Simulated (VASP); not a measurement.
Wanted: the native input for a VASP 6.6.1 run.

```
Task                   : single point
Functional             : PBEsol
Dispersion             : D3(BJ)
Potentials or basis    : VASP PAW PBE potentials, release 64 (P)
Cutoff                 : 520 eV
k mesh                 : 10 × 4 × 10
Occupations            : gaussian, width 0.1 eV
Spin                   : no spin polarisation
Dipole correction      : no
Further INCAR settings : ALGO = Normal; EDIFF = 1e-06; NBANDS = 30
```

The structure of P lies in POSCAR:

```
P
1.0
    3.4831061320      0.0000000000      0.0000000000
    0.0000000000      9.7225445806      0.0000000000
    0.0000000000      0.0000000000      3.7123299564
P
8
Direct
    0.0000000000      0.8871891273      0.9445161941
    0.5000000000      0.8871891273      0.5554838059
    0.5000000000      0.6128108727      0.0554838059
    0.0000000000      0.6128108727      0.4445161941
    0.5000000000      0.3871891273      0.9445161941
    0.0000000000      0.3871891273      0.5554838059
    0.0000000000      0.1128108727      0.0554838059
    0.5000000000      0.1128108727      0.4445161941
```

This cell differs from its parent crystal: uniaxial strain along a: +4.0 %, then relaxed in part.

One way to write it, as run:

INCAR

```
PREC = Accurate ; ENCUT = 520
EDIFF = 1E-6 ; ISMEAR = 0
SIGMA = 0.1 ; LREAL = False
LASPH = True ; NELM = 100
ALGO = Normal ; ISIF = 2
LWAVE = False ; LCHARG = True
GGA = PS ; IVDW = 12
LELF = True ; LVHAR = True
NBANDS = 30
```

KPOINTS

```
regular mesh
0
Gamma
  10 4 10
```

Potentials or basis: VASP PAW PBE potentials, release 64 (P).

Run with:

```sh
$ cat potpaw_PBE.64/P/POTCAR > POTCAR
$ mpirun -np 1 vasp_std > vasp.out
```

It gave:

```json
{
  "Pressure": "-1.2 GPa",
  "Largest force": "0.034 eV/Å",
  "Band gap on the k mesh": "zero (bands 20 and 21 overlap by 0.79 eV)",
  "Dispersion energy per atom": "-0.360 eV"
}
```

Caveat: the cell differs from its parent crystal (uniaxial strain along a: +4.0 %, then relaxed in part); the PAW data sets were made with another functional, which shifts forces and pressure a little.

It took 6 min on 1 thread of Intel Xeon 8259CL, with other jobs on the host, peak memory 0.41 GiB.
